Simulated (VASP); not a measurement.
The system is ZnO.

```
Zn O
1.0
     3.29207    0.00000    0.00000
    -1.64603    2.85101    0.00000
     0.00000    0.00000    5.27421
Zn O
2 2
Direct
  0.66667 0.33333 0.00000
  0.33333 0.66667 0.50000
  0.33333 0.66667 0.87901
  0.66667 0.33333 0.37901
```

Base run:

| Quantity | Value |
| --- | --- |
| Program | VASP 6.6.1 |
| Functional | b88 exchange, pbe correlation |
| Potentials or basis | VASP PAW PBE potentials, release 64 (Zn, O) |
| Cutoff | 600 eV |
| k mesh | 9 × 9 × 5 |
| Occupations | fermi-dirac, width 0.05 eV |
| Spin | no spin polarisation |

Its results: band gap on the k mesh 0.75 eV; pressure -0.2 GPa; largest force 0.059 eV/Å.

Q: The run is repeated on the same cell with these changes: functional from b88 exchange, pbe correlation to PBE; cutoff from 600 eV to 520 eV; dispersion from none to D3(BJ). What comes out?

A: Band gap on the k mesh 0.73 eV; pressure -2.5 GPa; largest force 0.059 eV/Å.

Several settings changed at once.

Caveats: the PAW data sets were made with another functional, which shifts forces and pressure a little (at least some runs).

